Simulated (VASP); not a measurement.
A run of VASP 6.6.1 is set up as follows.

File INCAR:

```
SYSTEM = PdI
  ALGO = Normal
  EDIFF = 1E-7
  ENCUT = 520
  GGA = PS
  ISIF = 2
  ISMEAR = -1
  LASPH = .TRUE.
  LCHARG = .FALSE.
  LREAL = .FALSE.
  LWAVE = .FALSE.
  NBANDS = 16
  NELM = 100
  PREC = Accurate
  SIGMA = 0.1
```

File KPOINTS:

```
k-points
0
G
  12 12 12
  0 0 0
```

The input POSCAR:

```
PdI
1.0
    0.0000000000      3.0375707548      3.0375707548
    3.0375707548      0.0000000000      3.0375707548
    3.0375707548      3.0375707548      0.0000000000
Pd I
1 1
Direct
    0.0000000000      0.0000000000      0.0000000000
    0.2500000000      0.2500000000      0.2500000000
```

Potentials or basis: VASP PAW PBE potentials, release 64 (Pd, I).

Command:

```bash
$ cat potpaw_PBE.64/Pd/POTCAR potpaw_PBE.64/I/POTCAR > POTCAR
$ mpirun -np 1 vasp_std > vasp.out
```

(1) What does it give for the pressure?

(2) Estimate the band gap on the k mesh.

Answers

(1) -0.1 GPa.

(2) zero (an odd number of electrons rules out a gap without spin polarisation).

Caveat: the PAW data sets were made with another functional, which shifts forces and pressure a little; spin-orbit coupling is left out, which moves the levels of the heavy elements; an odd number of electrons without spin polarisation forces a metal; a magnetic or distorted state may lie lower.
